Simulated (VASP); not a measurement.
A run of VASP 6.6.1:

Contents of POSCAR:

```
WSe2
1.0
    3.3153441874      0.0000000000      0.0000000000
   -1.6576720937      2.8711722886      0.0000000000
    0.0000000000      0.0000000000      6.5191986732
W Se
1 2
Direct
    0.0000000000      0.0000000000      0.0000000000
    0.3333333333      0.6666666667      0.2571683820
    0.6666666667      0.3333333333      0.7428316180
```

INCAR.step1

```
SYSTEM = WSe2
  ALGO = Normal
  EDIFF = 1E-5
  ENCUT = 520
  GGA = PE
  ISIF = 2
  ISMEAR = -1
  LASPH = .TRUE.
  LREAL = .FALSE.
  LWAVE = .TRUE.
  NBANDS = 20
  NELM = 100
  PREC = Accurate
  SIGMA = 0.02
```

Contents of INCAR.step2:

```
SYSTEM = WSe2
  ALGO = Normal
  EDIFF = 1E-6
  ENCUT = 520
  GGA = PE
  HFSCREEN = 0.2079
  ISIF = 2
  ISMEAR = -1
  ISTART = 1
  LASPH = .TRUE.
  LCHARG = .TRUE.
  LELF = .TRUE.
  LHFCALC = .TRUE.
  LREAL = .FALSE.
  LVHAR = .TRUE.
  LWAVE = .FALSE.
  NBANDS = 20
  NELM = 100
  PREC = Accurate
  PRECFOCK = Normal
  SIGMA = 0.02
```

The input KPOINTS:

```
k-points
0
G
  6 6 2
  0 0 0
```

Potentials or basis: VASP PAW PBE potentials, release 64 (W_sv, Se).

The run is started by

```console
$ cat potpaw_PBE.64/W_sv/POTCAR potpaw_PBE.64/Se/POTCAR > POTCAR
$ cp INCAR.step1 INCAR
$ mpirun -np 1 vasp_std > vasp.out
$ cp INCAR.step2 INCAR
$ mpirun -np 1 vasp_std > vasp.out
```

Hardware: 1 thread of Intel(R) Xeon(R) 6975P-C (Granite Rapids), on a shared host.

Estimate the wall time of this run.

It took 18 min on 1 thread of Intel(R) Xeon(R) 6975P-C (Granite Rapids), on a shared host, peak memory 0.31 GiB. Counts: k points 14.
